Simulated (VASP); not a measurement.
# Zn (R-3m) in VASP: notebook

Runs on Zn. Level: PBE. Tasks: single point.

Program: VASP 6.6.1. These are calculated values, not measurements. Logs are shortened: lines on timing, memory, paths and dates and some standing lists are left out, and cuts for length are marked.

## (1) The cell of the first run

It takes space group R-3m (No. 166, trigonal). Conventional cell: a = 2.150 Å, b = 2.150 Å, c = 9.547 Å, α = 90.00°, β = 90.00°, γ = 120.00°. Within 2.8 Å of Zn (site symmetry -3m) lie 6 Zn at 2.15 Å.

## (2) Single point, PBE (12.73 Å³/atom)

The input, INCAR:

```
PREC     = Accurate       # precision mode
ENCUT    = 520            # plane-wave cutoff, eV
EDIFF    = 1E-6           # SCF threshold, eV
ISMEAR   = 0              # smearing method
SIGMA    = 0.15           # smearing width, eV
LREAL    = False          # projectors in reciprocal space
LASPH    = True           # aspherical terms in the spheres
NELM     = 60             # most SCF steps
ALGO     = Fast           # electronic algorithm
ISIF     = 2              # what is computed and relaxed
LWAVE    = False          # write WAVECAR
LCHARG   = False          # write CHGCAR
GGA      = PE             # functional
NBANDS   = 12             # bands
```

The input, KPOINTS:

```
regular mesh
0
Gamma
  22 22 22
```

The input, POSCAR:

```
Zn
1.0
    0.8240163407      2.3439677807      2.3439677807
    2.3439677807      0.8240163407      2.3439677807
    2.3439677807      2.3439677807      0.8240163407
Zn
1
Direct
    0.0000000000      0.0000000000      0.0000000000
```

Potentials or basis: VASP PAW PBE potentials, release 64 (Zn).

On the command line:

```bash
$ cat potpaw_PBE.64/Zn/POTCAR > POTCAR
$ mpirun -np 1 vasp_std > vasp.out
```

OUTCAR:

```text
PREC = Accurate
   ENCUT = 520
   EDIFF = 1E-6
   ISMEAR = 0
   LREAL = False
   LASPH = True
   NELM = 60
   ISIF = 2
   GGA = PE

 ion  position               nearest neighbor table
   1  0.000  0.000  0.000-

  LATTYP: Found a trigonal (rhomboedric) cell.
 ALAT       =     3.4157536275
 COS(alpha) =     0.8019903528

  Lattice vectors:

 A1 = (   0.8240163407,   2.3439677807,   2.3439677807)
 A2 = (   2.3439677807,   0.8240163407,   2.3439677807)
 A3 = (   2.3439677807,   2.3439677807,   0.8240163407)

Analysis of symmetry for initial positions (statically):
=====================================================================
 Subroutine PRICEL returns:
 Original cell was already a primitive cell.

 Routine SETGRP: Setting up the symmetry group for a
 trigonal (rhombohedral) supercell.

 Subroutine GETGRP returns: Found 12 space group operations
 (whereof 12 operations were pure point group operations)
 out of a pool of 12 trial point group operations.

The static configuration has the point symmetry D_3d.

Analysis of symmetry for dynamics (positions and initial velocities):
=====================================================================
 Subroutine PRICEL returns:
 Original cell was already a primitive cell.

 Routine SETGRP: Setting up the symmetry group for a
 trigonal (rhombohedral) supercell.

 Subroutine GETGRP returns: Found 12 space group operations
 (whereof 12 operations were pure point group operations)
 out of a pool of 12 trial point group operations.

The dynamic configuration has the point symmetry D_3d.

 Subroutine INISYM returns: Found 12 space group operations
 (whereof 12 operations are pure point group operations),
 and found     1 'primitive' translations

----------------------------------------------------------------------------------------

                                     Primitive cell

  volume of cell :      12.7340

  direct lattice vectors                    reciprocal lattice vectors
     0.824016341  2.343967781  2.343967781    -0.378135859  0.279779897  0.279779897
     2.343967781  0.824016341  2.343967781     0.279779897 -0.378135859  0.279779897
     2.343967781  2.343967781  0.824016341     0.279779897  0.279779897 -0.378135859

  length of vectors
     3.415753627  3.415753627  3.415753627     0.547302758  0.547302758  0.547302758

  position of ions in fractional coordinates (direct lattice)
     0.000000000  0.000000000  0.000000000

  ion indices of the primitive-cell ions
   primitive index   ion index
                 1           1

----------------------------------------------------------------------------------------

 KPOINTS: regular mesh

Automatic generation of k-mesh.
 Grid dimensions read from file:
 generate k-points for:   22   22   22

 Generating k-lattice:

  Cartesian coordinates                     Fractional coordinates (reciprocal lattice)
    -0.017187994  0.012717268  0.012717268     0.045454545  0.000000000  0.000000000
     0.012717268 -0.017187994  0.012717268     0.000000000  0.045454545  0.000000000
     0.012717268  0.012717268 -0.017187994     0.000000000  0.000000000  0.045454545

  Length of vectors
     0.024877398  0.024877398  0.024877398

  Shift w.r.t. Gamma in fractional coordinates (k-lattice)
     0.000000000  0.000000000  0.000000000

 Subroutine IBZKPT returns following result:
 ===========================================

 Found   1024 irreducible k-points:

 Following reciprocal coordinates:
            Coordinates               Weight
  0.000000  0.000000  0.000000      1.000000
  0.045455 -0.000000 -0.000000      6.000000
  0.090909 -0.000000 -0.000000      6.000000
  0.136364 -0.000000 -0.000000      6.000000
  0.181818  0.000000  0.000000      6.000000
  0.227273 -0.000000  0.000000      6.000000
[... 16 lines left out ...]
  0.500000  0.045455  0.000000     12.000000
 -0.454545  0.045455  0.000000     12.000000
 [... further k-points ...]
   k-points           NKPTS =   1024   k-points in BZ     NKDIM =   1024   number of bands    NBANDS=     12
   number of dos      NEDOS =    301   number of ions     NIONS =      1
   total plane-waves  NPLWV =  21952
   dimension x,y,z NGX =    28 NGY =   28 NGZ =   28
   dimension x,y,z NGXF=    56 NGYF=   56 NGZF=   56
   ions per type =               1
   NGX,Y,Z   is equivalent  to a cutoff of  13.63, 13.63, 13.63 a.u.
   NGXF,Y,Z  is equivalent  to a cutoff of  27.26, 27.26, 27.26 a.u.
 SYSTEM =  unknown system
   PREC   = accura    normal or accurate (medium, high low for compatibility)
   ISTART =      0    job   : 0-new  1-cont  2-samecut
   ICHARG =      2    charge: 1-file 2-atom 10-const
   ISPIN  =      1    spin polarized calculation?
   LNONCOLLINEAR =      F non collinear calculations
   LSORBIT =      F    spin-orbit coupling
   LASPH  =      T    aspherical Exc in radial PAW
   ENCUT  =  520.0 eV  38.22 Ry    6.18 a.u.   6.35  6.35  6.35*2*pi/ulx,y,z
   NELM   =     60;   NELMIN=  2; NELMDL= -5     # of ELM steps
   EDIFF  = 0.1E-05   stopping-criterion for ELM
   LREAL  =      F    real-space projection
   EDIFFG = 0.1E-04   stopping-criterion for IOM
   NSW    =      0    number of steps for IOM
   IBRION =     -1    ionic relax: 0-MD 1-quasi-New 2-CG
   NFREE  =      0    steps in history (QN), initial steepest desc. (CG)
   ISIF   =      2    stress and relaxation
   ISYM   =      2    0-nonsym 1-usesym 2-fastsym
   POTIM  = 0.5000    time-step for ionic-motion
   TEBEG  =    0.0;   TEEND  =   0.0 temperature during run
   PSTRESS=    0.0 pullay stress
   NELECT =      12.0000    total number of electrons
   NUPDOWN=      -1.0000    fix difference up-down
   EMIN   =  10.00;   EMAX   =-10.00  energy-range for DOS
   EFERMI =   0.00;   METHOD = LEGACY
   ISMEAR =     0;   SIGMA  =   0.15  broadening in eV -4-tet -1-fermi 0-gaus
   EFERMI_NEDOS =   21; number of points for ismear=-14 and -15
   IALGO  =     68    algorithm
   IMIX   =      4    mixing-type and parameters
     AMIX     =   0.40;   BMIX     =  1.00
     AMIX_MAG =   1.60;   BMIX_MAG =  1.00
  volume/ion in A,a.u.               =      12.73        85.93
  Fermi-wavevector in a.u.,A,eV,Ry     =   1.605019  3.033047 35.049797  2.576087
  Thomas-Fermi vector in A             =   2.701432
   LORBIT       =      0    0 simple, 1 ext, 2 COOP (PROOUT), +10 PAW based schemes
   GGA     = PE    functional components
   LHFCALC =     F    Hartree Fock is set to
   AEXX    =    0.0000 exact exchange contribution
   IVDW    =     0    specifies the selected vdW correction
   LEPSILON=     F    determine dielectric tensor
   LRPA    =     F    only Hartree local field effects (RPA)
 non-spin polarized calculation
 RMM-DIIS sequential band-by-band and
 Gauss-broadening in eV      SIGMA  =   0.15
  energy-cutoff  :      520.00
  volume of cell :       12.73
 maximum number of plane-waves:       353
 NGX is ok and might be reduce to    28
   NGX = 13   NGY = 13   NGZ = 13

 number of electron      11.9999996 magnetization

 Free energy of the ion-electron system (eV)
  ---------------------------------------------------
  ext. energy  EPLUGINS =         0.00000000
  ---------------------------------------------------
  free energy    TOTEN  =         0.41293024 eV

  energy without entropy =        0.41508210  energy(sigma->0) =        0.41400617

 E-fermi :   3.9807     XC(G=0): -12.1678

 val. band max:        3.9805818912   @ k =  -0.2727  -0.4545   0.0909
 cond. band min:       3.9907811275   @ k =  -0.1818   0.5000   0.0455
 fundamental gap:      0.0101992364
 Fermi energy:         3.9806671562

 k-point     1 :       0.0000    0.0000    0.0000
  band No.  band energies     occupation
      1      -8.4282      2.00000
      2      -5.0969      2.00000
      3      -4.7647      2.00000
      4      -4.7647      2.00000
      5      -3.2600      2.00000
      6      -3.2600      2.00000
      7       6.6467      0.00000
      8      12.3051      0.00000
      9      33.0594      0.00000
     10      38.5921      0.00000
     11      38.5998      0.00000
     12      39.6081      0.00000

 k-point     2 :       0.0455   -0.0000   -0.0000
  band No.  band energies     occupation
      1      -8.3292      2.00000
      2      -5.0644      2.00000
      3      -4.7914      2.00000
      4      -4.7245      2.00000
      5      -3.3185      2.00000
      6      -3.2679      2.00000
      7       6.7566      0.00000
      8      12.3994      0.00000
      9      32.3819      0.00000
     10      36.6656      0.00000
     11      37.1250      0.00000
     12      40.3427      0.00000

 k-point     3 :       0.0909   -0.0000   -0.0000
  band No.  band energies     occupation
      1      -8.0385      2.00000
      2      -4.9686      2.00000
      3      -4.8642      2.00000
      4      -4.6063      2.00000
      5      -3.4823      2.00000
      6      -3.2910      2.00000
      7       7.0719      0.00000
      8      12.6859      0.00000
      9      30.3173      0.00000
     10      34.9339      0.00000
     11      35.3638      0.00000
     12      38.0303      0.00000
[... 286 lines left out ...]
 k-point    23 :       0.5000    0.0455    0.0000
  band No.  band energies     occupation
      1      -6.7367      2.00000
      2      -5.3512      2.00000
      3      -3.6749      2.00000
      4      -3.6613      2.00000
      5      -2.6925      2.00000
      6       2.3892      2.00000
      7       7.8634      0.00000
      8      13.6975      0.00000
      9      18.5649      0.00000
     10      23.9611      0.00000
     11      25.2265      0.00000
     12      28.0165      0.00000

 k-point    24 :      -0.4545    0.0455    0.0000
  band No.  band energies     occupation
      1      -6.7373      2.00000
      2      -5.3474      2.00000
      3      -3.6749      2.00000
      4      -3.6646      2.00000
      5      -2.6934      2.00000
      6       2.3219      2.00000
      7       7.9501      0.00000
      8      14.0681      0.00000
      9      18.2008      0.00000
     10      23.1989      0.00000
     11      25.3614      0.00000
     12      28.5369      0.00000

 [... further k-points ...]

------------------------ aborting loop because EDIFF is reached ----------------------------------------

  FORCE on cell =-STRESS in cart. coord.  units (eV):
  Direction    XX          YY          ZZ          XY          YZ          ZX
  --------------------------------------------------------------------------------------
  -------------------------------------------------------------------------------------
  Total        6.7430171      6.7430171      6.7430171     -3.4021693     -3.4021693     -3.4021693
  in kB      848.3987117    848.3987117    848.3987117   -428.0570583   -428.0570583   -428.0570583
  external PRESSURE =     848.3987117 kB  Pullay stress =       0.0000000 kB

 VOLUME and BASIS-vectors are now :
 -----------------------------------------------------------------------------
  energy-cutoff  :      520.00
  volume of cell :       12.73
      direct lattice vectors                 reciprocal lattice vectors
     0.824016341  2.343967781  2.343967781    -0.378135859  0.279779897  0.279779897
     2.343967781  0.824016341  2.343967781     0.279779897 -0.378135859  0.279779897
     2.343967781  2.343967781  0.824016341     0.279779897  0.279779897 -0.378135859

 POSITION                                       TOTAL-FORCE (eV/Angst)
 -----------------------------------------------------------------------------------
      0.00000      0.00000      0.00000         0.000000     -0.000000      0.000000
 -----------------------------------------------------------------------------------
    total drift:                               -0.000000     -0.000000     -0.000000

  FREE ENERGIE OF THE ION-ELECTRON SYSTEM (eV)
  ---------------------------------------------------
  free  energy   TOTEN  =         0.4129302399 eV

  energy  without entropy=        0.4150821036  energy(sigma->0) =        0.41400617
```

Run time: 10 min. Hardware: 1 thread of Intel Xeon 8259CL, shared host; peak memory 0.29 GiB.

What came out:

```
Free energy            : 0.4129 eV
Pressure               : 84.8 GPa
Band gap on the k mesh : zero (bands 6 and 7 overlap by 9.67 eV)
```

Stress tensor (GPa, compression positive):
```
 84.84 -42.81 -42.81
-42.81  84.84 -42.81
-42.81 -42.81  84.84
```

Caveat: the cell stands under pressure.

## (3) Single point, PBE (12.73 Å³/atom)

The input, INCAR:

```
SYSTEM = Zn
  ALGO = Fast
  EDIFF = 1E-6
  ENCUT = 520
  GGA = PE
  ISIF = 2
  ISMEAR = 0
  LASPH = .TRUE.
  LCHARG = .FALSE.
  LREAL = .FALSE.
  LWAVE = .FALSE.
  NBANDS = 12
  NELM = 80
  PREC = Accurate
  SIGMA = 0.15
```

The input, KPOINTS:

```
k-points
0
G
  22 22 22
  0 0 0
```

The input, POSCAR:

```
Zn
1.0
    0.2537512852      1.9886051039      1.9886051039
    1.9886051039      0.2537512852      1.9886051039
    1.9886051039      1.9886051039      0.2537512852
Zn
1
Direct
    0.0000000000      0.0000000000      0.0000000000
```

Potentials or basis: VASP PAW PBE potentials, release 64 (Zn).

On the command line:

```bash
$ cat potpaw_PBE.64/Zn/POTCAR > POTCAR
$ mpirun -np 1 vasp_std > vasp.out
```

Wall time 3.5 min (1 thread of Intel Xeon 8259CL, shared host); peak memory 0.27 GiB.

It converged, with:

```
Free energy            : -0.9111 eV
Pressure               : 23.9 GPa
Band gap on the k mesh : zero (bands 6 and 7 overlap by 5.64 eV)
```

Stress tensor (GPa, compression positive):
```
23.86 -4.62 -4.62
-4.62 23.86 -4.62
-4.62 -4.62 23.86
```

Levels at points of the mesh, in eV from the Fermi level:
```
           k point  band 4  band 5  band 6  band 7  band 8  band 9
(0.00, 0.00, 0.00)   -8.15   -7.52   -7.52   12.84   17.22   23.18
(0.50, 0.00, 0.00)   -7.49   -7.02   -3.08    0.13   13.55   17.74
(0.50, 0.50, 0.00)   -7.24   -7.01   -1.33    2.72    7.08   11.83
(0.50, 0.50, 0.50)   -7.33   -7.33   -4.84   -3.61   21.72   21.99
```

Caveat: the cell stands under pressure.

## (4) Single point, PBE (13.54 Å³/atom)

This run uses another cell than the first one, of 13.54 Å³/atom.

The input, INCAR:

```
PREC     = Accurate       # precision mode
ENCUT    = 520            # plane-wave cutoff, eV
EDIFF    = 1E-6           # SCF threshold, eV
ISMEAR   = 0              # smearing method
SIGMA    = 0.15           # smearing width, eV
LREAL    = False          # projectors in reciprocal space
LASPH    = True           # aspherical terms in the spheres
NELM     = 80             # most SCF steps
ALGO     = Fast           # electronic algorithm
ISIF     = 2              # what is computed and relaxed
LWAVE    = False          # write WAVECAR
LCHARG   = False          # write CHGCAR
GGA      = PE             # functional
NBANDS   = 12             # bands
```

The input, KPOINTS:

```
Automatic mesh
0
Gamma
  22 22 22
```

The input, POSCAR:

```
Zn
1.0
   -0.8998985607      1.5646766467      1.5646766467
    1.5646766467     -0.8998985607      1.5646766467
    1.5646766467      1.5646766467     -0.8998985607
Zn
1
Direct
    0.0000000000      0.0000000000      0.0000000000
```

Potentials or basis: VASP PAW PBE potentials, release 64 (Zn).

On the command line:

```bash
$ cat potpaw_PBE.64/Zn/POTCAR > POTCAR
$ mpirun -np 1 vasp_std > vasp.out
```

OUTCAR:

```text
PREC = Accurate
   ENCUT = 520
   EDIFF = 1E-6
   ISMEAR = 0
   LREAL = False
   LASPH = True
   NELM = 80
   ISIF = 2
   GGA = PE

 ion  position               nearest neighbor table
   1  0.000  0.000  0.000-

  LATTYP: Found a trigonal (rhomboedric) cell.
 ALAT       =     2.3887744634
 COS(alpha) =    -0.0644710517

  Lattice vectors:

 A1 = (  -0.8998985607,   1.5646766467,   1.5646766467)
 A2 = (   1.5646766467,  -0.8998985607,   1.5646766467)
 A3 = (   1.5646766467,   1.5646766467,  -0.8998985607)

Analysis of symmetry for initial positions (statically):
=====================================================================
 Subroutine PRICEL returns:
 Original cell was already a primitive cell.

 Routine SETGRP: Setting up the symmetry group for a
 trigonal (rhombohedral) supercell.

 Subroutine GETGRP returns: Found 12 space group operations
 (whereof 12 operations were pure point group operations)
 out of a pool of 12 trial point group operations.

The static configuration has the point symmetry D_3d.

Analysis of symmetry for dynamics (positions and initial velocities):
[... 171 lines left out ...]
      4      -3.3475      2.00000
      5      -3.3091      2.00000
      6      -3.3091      2.00000
      7      18.6701      0.00000
      8      18.7785      0.00000
      9      18.7785      0.00000
     10      21.8973      0.00000
     11      21.8973      0.00000
     12      25.9698      0.00000
[... 331 lines left out ...]
 k-point    24 :      -0.4545    0.0455   -0.0000
  band No.  band energies     occupation
      1      -5.0460      2.00000
      2      -4.9871      2.00000
      3      -3.8988      2.00000
      4      -3.8348      2.00000
      5      -3.2849      2.00000
      6      -0.9684      2.00000
      7       2.1065      2.00000
      8      23.2951      0.00000
      9      23.4892      0.00000
     10      25.1254      0.00000
     11      26.8219      0.00000
     12      27.1055      0.00000

 [... further k-points ...]

------------------------ aborting loop because EDIFF is reached ----------------------------------------

  FORCE on cell =-STRESS in cart. coord.  units (eV):
  Direction    XX          YY          ZZ          XY          YZ          ZX
  --------------------------------------------------------------------------------------
  -------------------------------------------------------------------------------------
  Total        2.5163018      2.5163018      2.5163018     -0.2224726     -0.2224726     -0.2224726
  in kB      297.7080026    297.7080026    297.7080026    -26.3211166    -26.3211166    -26.3211166
  external PRESSURE =     297.7080026 kB  Pullay stress =       0.0000000 kB

 VOLUME and BASIS-vectors are now :
 -----------------------------------------------------------------------------
  energy-cutoff  :      520.00
  volume of cell :       13.54
      direct lattice vectors                 reciprocal lattice vectors
    -0.899898561  1.564676647  1.564676647    -0.120986235  0.284763201  0.284763201
     1.564676647 -0.899898561  1.564676647     0.284763201 -0.120986235  0.284763201
     1.564676647  1.564676647 -0.899898561     0.284763201  0.284763201 -0.120986235

 POSITION                                       TOTAL-FORCE (eV/Angst)
 -----------------------------------------------------------------------------------
      0.00000      0.00000      0.00000         0.000000      0.000000      0.000000
 -----------------------------------------------------------------------------------
    total drift:                                0.000000     -0.000000      0.000000

  FREE ENERGIE OF THE ION-ELECTRON SYSTEM (eV)
  ---------------------------------------------------
  free  energy   TOTEN  =        -0.5714206092 eV

  energy  without entropy=       -0.5680622117  energy(sigma->0) =       -0.56974141
```

OSZICAR:

```text
N       E                     dE             d eps       ncg     rms          rms(c)
DAV:   1     0.424552717720E+02    0.42455E+02   -0.65791E+03 25600   0.164E+03
DAV:   2     0.494810691587E+00   -0.41960E+02   -0.39558E+02 25588   0.217E+02
DAV:   3    -0.711315988812E+00   -0.12061E+01   -0.12044E+01 28536   0.363E+01
DAV:   4    -0.713820306257E+00   -0.25043E-02   -0.25042E-02 26396   0.160E+00
DAV:   5    -0.713821948271E+00   -0.16420E-05   -0.16419E-05 28184   0.402E-02    0.401E+00
RMM:   6    -0.584627541838E+00    0.12919E+00   -0.26819E-01 30252   0.701E+00    0.276E+00
RMM:   7    -0.575978130010E+00    0.86494E-02   -0.91879E-03 31433   0.143E+00    0.135E+00
RMM:   8    -0.571466873465E+00    0.45113E-02   -0.21522E-03 30773   0.402E-01    0.750E-02
RMM:   9    -0.571434283309E+00    0.32590E-04   -0.45053E-04 31807   0.318E-01    0.641E-02
RMM:  10    -0.571419707455E+00    0.14576E-04   -0.46345E-05 31680   0.802E-02    0.113E-02
RMM:  11    -0.571420609202E+00   -0.90175E-06   -0.32507E-06 26341   0.191E-02
   1 F= -.57142061E+00 E0= -.56974141E+00  d E =-.335840E-02
```

It took 2.7 min on 1 thread of Intel Xeon 8259CL, shared host; peak memory 0.26 GiB.

What came out:

```
Free energy            : -0.5714 eV
Pressure               : 29.8 GPa
Band gap on the k mesh : zero (bands 6 and 7 overlap by 8.59 eV)
```

Caveat: the cell stands under pressure.

[end of part 1 of 2]

The gap in the log of VASP goes by the Fermi energy; the results here count the filled bands.